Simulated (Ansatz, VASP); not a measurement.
NaCl: VASP beside Ansatz

File INCAR:

```
PREC     = Accurate       # precision mode
ENCUT    = 520            # plane-wave cutoff, eV
EDIFF    = 1E-6           # SCF threshold, eV
ISMEAR   = 0              # smearing method
SIGMA    = 0.05           # smearing width, eV
LREAL    = False          # projectors in reciprocal space
LASPH    = True           # aspherical terms in the spheres
NELM     = 80             # most SCF steps
ALGO     = Normal         # electronic algorithm
ISIF     = 2              # what is computed and relaxed
LWAVE    = False          # write WAVECAR
LCHARG   = True           # write CHGCAR
GGA      = PE             # functional
LELF     = True           # ELF
LVHAR    = True         
NBANDS   = 14             # bands
```

File KPOINTS:

```
regular mesh
0
Gamma
  8 8 8
```

POSCAR

```
NaCl
1.0
    0.0000000000      2.8600675000      2.8317500000
    2.8317500000      0.0000000000      2.8317500000
    2.8317500000      2.8600675000      0.0000000000
Na Cl
1 1
Direct
    0.0000000000      0.0000000000      0.0000000000
    0.5000000000      0.5000000000      0.5000000000
```

Input for Ansatz:

```yaml
crystal:
  lattice:
    - [0.0, 2.8600675, 2.83175]
    - [2.83175, 0.0, 2.83175]
    - [2.83175, 2.8600675, 0.0]
  atoms:
    - { symbol: Na, position: [0.0, 0.0, 0.0] }
    - { symbol: Cl, position: [0.5, 0.5, 0.5] }
basis:
  ecutwfc: 420
kpoints:
  mp_grid: { grid: [8, 8, 8] }
hamiltonian:
  xc: pbe
scf:
  occupations: { method: gaussian, width: 0.05 }
output:
  forces: true
  stress: true
  eigenvalues: true
```

Change from the starting cell: strain +0.0100 x Voigt [0, 1, 0, 0, 0, 0], atoms carried along.

Alike in both runs: task single point; functional PBE; k mesh 8 × 8 × 8; occupations gaussian, width 0.05 eV; no spin polarisation.

```csv
,VASP,Ansatz
version,VASP 6.6.1,Ansatz 0.2.0
potentials or method,"VASP PAW PBE potentials, release 64 (Na_pv, Cl), cutoff 520 eV","scalar-relativistic, plane waves, PAW"
valence electrons in the cell,14,16
```

|  | VASP | Ansatz | Ansatz less VASP |
| --- | --- | --- | --- |
| gap on the k mesh at the Fermi level (eV) | 5.02 | 5.02 | 0.000 |
| least direct gap on the mesh (eV) | 5.02 | 5.02 | 0.000 |
| pressure (GPa) | 0.2 | 0.2 | +0.03 |
| traceless stress, the component that is largest in VASP (GPa) | -0.24 | -0.24 | +0.002 |

VASP's potentials hold 14 valence electrons a cell and Ansatz's 16, so a difference there can come from the potentials and not from the codes.
